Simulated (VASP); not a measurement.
# CdS (I-4m2) in VASP: notebook, part 2 of 2

VASP 6.6.1.

### 5 Single point, PBEsol (equal xx and yy strain of +1 %)

The input, INCAR:

```
SYSTEM = CdS
PREC     = Accurate       ! precision mode
ENCUT    = 520            ! plane-wave cutoff, eV
EDIFF    = 1E-6           ! SCF threshold, eV
ISMEAR   = -1             ! smearing method
SIGMA    = 0.02           ! smearing width, eV
LREAL    = .False.        ! projectors in reciprocal space
LASPH    = .True.         ! aspherical terms in the spheres
NELM     = 100            ! most SCF steps
ALGO     = Normal         ! electronic algorithm
ISIF     = 2              ! what is computed and relaxed
LWAVE    = .False.        ! write WAVECAR
LCHARG   = .False.        ! write CHGCAR
GGA      = PS             ! functional
NBANDS   = 16             ! bands
```

The input, KPOINTS:

```
Automatic mesh
0
Gamma
  7 7 7
  0 0 0
```

The input, POSCAR:

```
CdS
1.0
    0.0000000000      2.9723829996      2.9429534649
    2.9723829996      0.0000000000      2.9429534649
    2.9723829996      2.9723829996      0.0000000000
Cd S
1 1
Direct
    0.0000000000      0.0000000000      0.0000000000
    0.7500000000      0.7500000000      0.7500000000
```

Potentials or basis: VASP PAW PBE potentials, release 64 (Cd, S).

The run is started by

```bash
$ cat potpaw_PBE.64/Cd/POTCAR potpaw_PBE.64/S/POTCAR > POTCAR
$ mpirun -np 1 vasp_std > vasp.out
```

OUTCAR:

```text
SYSTEM = CdS
   PREC = Accurate
   ENCUT = 520
   EDIFF = 1E-6
   ISMEAR = -1
   LREAL = .False.
   LASPH = .True.
   NELM = 100
   ISIF = 2
   GGA = PS

 ion  position               nearest neighbor table
   1  0.000  0.000  0.000-   2 2.57   2 2.57   2 2.57   2 2.57
   2  0.750  0.750  0.750-   1 2.57   1 2.57   1 2.57   1 2.57

  LATTYP: Found a body centered tetragonal cell.
 ALAT       =     4.2035843506
 C/A-ratio  =     1.4002114479

  Lattice vectors:

 A1 = (   0.0000000000,  -2.9723829996,  -2.9429534649)
 A2 = (   0.0000000000,   2.9723829996,  -2.9429534649)
 A3 = (   2.9723829996,   0.0000000000,   2.9429534649)

Analysis of symmetry for initial positions (statically):
=====================================================================
 Subroutine PRICEL returns:
 Original cell was already a primitive cell.

 Routine SETGRP: Setting up the symmetry group for a
 body centered tetragonal supercell.

 Subroutine GETGRP returns: Found  8 space group operations
 (whereof  8 operations were pure point group operations)
 out of a pool of 16 trial point group operations.

The static configuration has the point symmetry D_2d.

Analysis of symmetry for dynamics (positions and initial velocities):
=====================================================================
 Subroutine PRICEL returns:
 Original cell was already a primitive cell.

 Routine SETGRP: Setting up the symmetry group for a
 body centered tetragonal supercell.

 Subroutine GETGRP returns: Found  8 space group operations
 (whereof  8 operations were pure point group operations)
 out of a pool of 16 trial point group operations.

The dynamic configuration has the point symmetry D_2d.

 Subroutine INISYM returns: Found  8 space group operations
 (whereof  8 operations are pure point group operations),
 and found     1 'primitive' translations

[... 111 lines left out ...]
   IALGO  =     38    algorithm
   IMIX   =      4    mixing-type and parameters
     AMIX     =   0.40;   BMIX     =  1.00
     AMIX_MAG =   1.60;   BMIX_MAG =  1.00
  volume/ion in A,a.u.               =      26.00       175.46
  Fermi-wavevector in a.u.,A,eV,Ry     =   1.149453  2.172152 17.976603  1.321243
  Thomas-Fermi vector in A             =   2.286123
   LORBIT       =      0    0 simple, 1 ext, 2 COOP (PROOUT), +10 PAW based schemes
   GGA     = PS    functional components
   LHFCALC =     F    Hartree Fock is set to
   AEXX    =    0.0000 exact exchange contribution
   IVDW    =     0    specifies the selected vdW correction
   LEPSILON=     F    determine dielectric tensor
   LRPA    =     F    only Hartree local field effects (RPA)
 non-spin polarized calculation
  energy-cutoff  :      520.00
  volume of cell :       52.00
 maximum number of plane-waves:      1411
   NGX = 15   NGY = 15   NGZ = 15

 number of electron      18.0000001 magnetization

 Free energy of the ion-electron system (eV)
  ---------------------------------------------------
  ext. energy  EPLUGINS =         0.00000000
  ---------------------------------------------------
  free energy    TOTEN  =        -6.79456380 eV

  energy without entropy =       -6.79456380  energy(sigma->0) =       -6.79456380

 E-fermi :   1.2961     XC(G=0):  -9.1590

 val. band max:        0.8399678531   @ k =   0.0000   0.0000   0.0000
 cond. band min:       1.7295173365   @ k =   0.0000   0.0000   0.0000
 fundamental gap:      0.8895494834
 Fermi energy:         1.2960812648

 k-point     1 :       0.0000    0.0000    0.0000
  band No.  band energies     occupation
      1     -11.2831      2.00000
      2      -6.7475      2.00000
      3      -6.7475      2.00000
      4      -6.7421      2.00000
      5      -6.3214      2.00000
      6      -6.3179      2.00000
[... 433 lines left out ...]
      3      -6.5571      2.00000
      4      -6.3657      2.00000
      5      -6.2918      2.00000
      6      -5.9100      2.00000
[... 8 lines left out ...]
     15      12.8963      0.00000
     16      14.0498      0.00000

 [... further k-points ...]

------------------------ aborting loop because EDIFF is reached ----------------------------------------

  FORCE on cell =-STRESS in cart. coord.  units (eV):
  Direction    XX          YY          ZZ          XY          YZ          ZX
  --------------------------------------------------------------------------------------
  -------------------------------------------------------------------------------------
  Total       -0.8319248     -0.8319248     -0.7612607      0.0000000      0.0000000      0.0000000
  in kB      -25.6313656    -25.6313656    -23.4542240      0.0000000      0.0000000      0.0000000
  external PRESSURE =     -24.9056518 kB  Pullay stress =       0.0000000 kB

 VOLUME and BASIS-vectors are now :
 -----------------------------------------------------------------------------
  energy-cutoff  :      520.00
  volume of cell :       52.00
      direct lattice vectors                 reciprocal lattice vectors
     0.000000000  2.972383000  2.942953465    -0.168215200  0.168215200  0.169897352
     2.972383000  0.000000000  2.942953465     0.168215200 -0.168215200  0.169897352
     2.972383000  2.972383000  0.000000000     0.168215200  0.168215200 -0.169897352

 POSITION                                       TOTAL-FORCE (eV/Angst)
 -----------------------------------------------------------------------------------
      0.00000      0.00000      0.00000         0.000000      0.000000     -0.000000
      4.45857      4.45857      4.41443        -0.000000     -0.000000      0.000000
 -----------------------------------------------------------------------------------
    total drift:                                0.000000      0.000000      0.000000

  FREE ENERGIE OF THE ION-ELECTRON SYSTEM (eV)
  ---------------------------------------------------
  free  energy   TOTEN  =        -6.7945637990 eV

  energy  without entropy=       -6.7945637990  energy(sigma->0) =       -6.79456380
```

OSZICAR:

```text
N       E                     dE             d eps       ncg     rms          rms(c)
DAV:   1     0.107704271977E+03    0.10770E+03   -0.90151E+03  1296   0.102E+03
DAV:   2    -0.287862259071E+01   -0.11058E+03   -0.10404E+03  1544   0.251E+02
DAV:   3    -0.727144595425E+01   -0.43928E+01   -0.43828E+01  1600   0.521E+01
DAV:   4    -0.729907651386E+01   -0.27631E-01   -0.27628E-01  1608   0.404E+00
DAV:   5    -0.729944628012E+01   -0.36977E-03   -0.36976E-03  1656   0.442E-01    0.699E+00
DAV:   6    -0.681591856826E+01    0.48353E+00   -0.80950E-01  1968   0.118E+01    0.576E+00
DAV:   7    -0.679729101499E+01    0.18628E-01   -0.15336E-01  1688   0.276E+00    0.282E+00
DAV:   8    -0.679468510476E+01    0.26059E-02   -0.15161E-02  1544   0.151E+00    0.219E-01
DAV:   9    -0.679446256635E+01    0.22254E-03   -0.17948E-03  1624   0.610E-01    0.588E-02
DAV:  10    -0.679451955996E+01   -0.56994E-04   -0.19257E-04  1624   0.149E-01    0.624E-02
DAV:  11    -0.679456983114E+01   -0.50271E-04   -0.85563E-05  1672   0.795E-02    0.253E-02
DAV:  12    -0.679456340478E+01    0.64264E-05   -0.18430E-05  1768   0.517E-02    0.760E-03
DAV:  13    -0.679456379900E+01   -0.39422E-06   -0.17070E-06  1512   0.818E-03
   1 F= -.67945638E+01 E0= -.67945638E+01  d E =-.154868E-11
```

stdout:

```text
POSCAR found type information on POSCAR CdS
 POSCAR found :  2 types and       2 ions
 scaLAPACK will be used
 -----------------------------------------------------------------------------
|                                                                             |
|                                                                             |
|     You enforced a specific xc type in the INCAR file but a different       |
|     I HOPE YOU KNOW WHAT YOU ARE DOING!                                     |
|                                                                             |
 -----------------------------------------------------------------------------

 LDA part: xc-table for (Slater+PW92), standard interpolation
 POSCAR, INCAR and KPOINTS ok, starting setup
 FFT: planning ... GRIDC
 FFT: planning ... GRID_SOFT
 FFT: planning ... GRID
 WAVECAR not read
 entering main loop
```

Run time: 21 s. Hardware: 1 thread of AMD EPYC 9R45 (Zen 5), shared host; peak memory 0.16 GiB.

What came out:

```yaml
Free_energy: -6.7946 eV
Pressure: -2.5 GPa
Band_gap_on_the_k_mesh: 0.89 eV, direct
```

Stress tensor (GPa, compression positive):
```
-2.56  0.00  0.00
 0.00 -2.56  0.00
 0.00  0.00 -2.35
```

Caveat: the cell differs from its parent crystal (equal xx and yy strain of +1 %); the PAW data sets were made with another functional, which shifts forces and pressure a little.

### 6 Single point, PBEsol (equal xx and yy strain of +2 %)

The input, INCAR:

```
PREC     = Accurate       # precision mode
ENCUT    = 520            # plane-wave cutoff, eV
EDIFF    = 1E-7           # SCF threshold, eV
ISMEAR   = -1             # smearing method
SIGMA    = 0.02           # smearing width, eV
LREAL    = False          # projectors in reciprocal space
LASPH    = True           # aspherical terms in the spheres
NELM     = 100            # most SCF steps
ALGO     = Normal         # electronic algorithm
ISIF     = 2              # what is computed and relaxed
LWAVE    = False          # write WAVECAR
LCHARG   = False          # write CHGCAR
GGA      = PS             # functional
NBANDS   = 16             # bands
```

The input, KPOINTS:

```
regular mesh
0
Gamma
  7 7 7
```

The input, POSCAR:

```
CdS
1.0
    0.0000000000      3.0018125342      2.9429534649
    3.0018125342      0.0000000000      2.9429534649
    3.0018125342      3.0018125342      0.0000000000
Cd S
1 1
Direct
    0.0000000000      0.0000000000      0.0000000000
    0.7500000000      0.7500000000      0.7500000000
```

Potentials or basis: VASP PAW PBE potentials, release 64 (Cd, S).

The run is started by

```bash
$ cat potpaw_PBE.64/Cd/POTCAR potpaw_PBE.64/S/POTCAR > POTCAR
$ mpirun -np 1 vasp_std > vasp.out
```

It took 23 s on 1 thread of AMD EPYC 9R45 (Zen 5), shared host; peak memory 0.16 GiB.

The run converged. Its results:

```
Free energy            : -6.7749 eV
Pressure               : -3.4 GPa
Band gap on the k mesh : 0.83 eV, direct
```

Stress tensor (GPa, compression positive):
```
-3.57  0.00  0.00
 0.00 -3.57  0.00
 0.00  0.00 -3.13
```

Levels at points of the mesh, in eV from the valence-band top:
| k point | band 6 | band 7 | band 8 | band 9 | band 10 | band 11 | band 12 | band 13 |
| --- | --- | --- | --- | --- | --- | --- | --- | --- |
| (0.00, 0.00, 0.00) | -7.14 | -0.05 | -0.05 | 0.00 | 0.83 | 6.42 | 6.42 | 6.42 |

Caveat: the cell differs from its parent crystal (equal xx and yy strain of +2 %); the PAW data sets were made with another functional, which shifts forces and pressure a little.

### 7 The runs side by side

| cell | gap on the mesh (eV) | pressure (GPa) |
| --- | --- | --- |
| a = 4.100, b = 4.100, c = 4.037 Å, angles 60.5, 60.5, 59.0°, 2 atoms | 1.04 | 2.3 |
| a = 4.121, b = 4.121, c = 4.079 Å, angles 60.3, 60.3, 59.3°, 2 atoms | 1.01 | 1.0 |
| a = 4.141, b = 4.141, c = 4.120 Å, angles 60.2, 60.2, 59.7°, 2 atoms | 0.98 | -0.3 |
| a = 4.183, b = 4.183, c = 4.204 Å, angles 59.8, 59.8, 60.3°, 2 atoms | 0.89 | -2.5 |
| a = 4.204, b = 4.204, c = 4.245 Å, angles 59.7, 59.7, 60.7°, 2 atoms | 0.83 | -3.4 |

Alike in all rows: task single point; level PBEsol; potentials or basis VASP PAW PBE potentials, release 64 (Cd, S); no spin polarisation; k mesh 7 × 7 × 7; cutoff (eV) 520; smearing fermi-dirac 0.02 eV.

Caveats: the PAW data sets were made with another functional, which shifts forces and pressure a little.

Total energies depend on the potentials used, so only differences within one code and one set of settings carry meaning.
